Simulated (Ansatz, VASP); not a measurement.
One calculation of ZnC, two programs

```
Zn C
1.0
     2.69049    0.00000    0.00000
     0.00000    3.85807    0.00000
     0.00000    0.00000    5.87619
Zn C
2 2
Direct
  0.00000 0.50000 0.42437
  0.50000 0.00000 0.57563
  0.00000 0.50000 0.72066
  0.50000 0.00000 0.27934
```

Alike in both runs: task single point; functional PBE; k mesh 6 × 4 × 4; occupations gaussian, width 0.1 eV; no spin polarisation.

|  | VASP | Ansatz |
| --- | --- | --- |
| version | VASP 6.6.1 | Ansatz 0.2.0 |
| potentials or method | VASP PAW PBE potentials, release 64 (Zn, C), cutoff 520 eV | scalar-relativistic, plane waves, PAW |
| valence electrons in the cell | 32 | 32 |

```csv
,VASP,Ansatz,Ansatz less VASP
gap on the k mesh at the Fermi level (eV),none,none,-
pressure (GPa),14.1,13.6,-0.55
"traceless stress, the component that is largest in VASP (GPa)",29.50,29.00,-0.499
rms of the force components (eV/Å),3.240,3.172,-0.0677
```

Atom by atom the forces differ by 0.070 eV/Å (rms over components). A gap of «none» marks a metal or a gap that the smearing closes.

The k mesh is coarse, so the values compare programs but aren't converged.
